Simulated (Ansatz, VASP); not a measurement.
## SnSe: VASP beside Ansatz

The input INCAR:

```
SYSTEM = SnSe
PREC = Accurate
ENCUT = 520
EDIFF = 1E-6
ISMEAR = 0
SIGMA = 0.01
LREAL = .False.
LASPH = .True.
NELM = 60
ALGO = Normal
ISIF = 2
LWAVE = .False.
LCHARG = .True.
LELF = .True.
LVHAR = .True.
NBANDS = 28
```

File KPOINTS:

```
Automatic mesh
0
Gamma
  6 6 4
  0 0 0
```

Contents of POSCAR:

```
SnSe
1.0
    5.0644547293      0.0000000000      0.0000000000
   -2.5322273646      4.3859464519      0.0000000000
    0.0000000000      0.0000000000      6.0733871319
Sn Se
2 2
Direct
    0.3333333333      0.6666666667      0.2500000000
    0.6666666667      0.3333333333      0.7500000000
    0.6666666667      0.3333333333      0.2500000000
    0.3333333333      0.6666666667      0.7500000000
```

Input for Ansatz:

```yaml
crystal:
  lattice:
    - [5.0644547293, 0.0, 0.0]
    - [-2.5322273646, 4.3859464519, 0.0]
    - [0.0, 0.0, 6.0733871319]
  atoms:
    - { symbol: Sn, position: [0.3333333333, 0.6666666667, 0.25] }
    - { symbol: Sn, position: [0.6666666667, 0.3333333333, 0.75] }
    - { symbol: Se, position: [0.6666666667, 0.3333333333, 0.25] }
    - { symbol: Se, position: [0.3333333333, 0.6666666667, 0.75] }
kpoints:
  mp_grid: { grid: [6, 6, 4] }
  band_path:
    path:
      - [0.0, 0.0, 0.0]
      - [0.5, 0.0, 0.0]
      - [0.3333333333, 0.3333333333, 0.0]
      - [0.0, 0.0, 0.5]
      - [0.5, 0.0, 0.5]
      - [0.3333333333, 0.3333333333, 0.5]
    npoints: 1
hamiltonian:
  xc: lda
scf:
  occupations: { method: fixed }
  n_extra_bands: 5
output:
  forces: true
  stress: true
  eigenvalues: true
```

Alike in both runs: task single point; functional LDA; k mesh 6 × 6 × 4; no spin polarisation.

|  | VASP | Ansatz |
| --- | --- | --- |
| version | VASP 6.6.1 | Ansatz 0.2.0 |
| potentials or method | VASP PAW LDA potentials, release 64 (Sn_d, Se) | plane waves, PAW |
| plane-wave cutoff (eV) | 520 | 420 |
| occupations | gaussian, width 0.01 eV | fixed |
| valence electrons in the cell | 40 | 60 |

|  | VASP | Ansatz | Ansatz less VASP |
| --- | --- | --- | --- |
| gap on the k mesh at the Fermi level (eV) | 0.34 | 0.36 | +0.013 |
| pressure (GPa) | -2.3 | -2.4 | -0.05 |
| traceless stress, the component that is largest in VASP (GPa) | -0.06 | -0.05 | +0.009 |

LDA's correlation is that of Perdew and Zunger in VASP and of Perdew and Wang (1992) in Ansatz. VASP's potentials hold 40 valence electrons a cell and Ansatz's 60, so a difference there can come from the potentials and not from the codes.
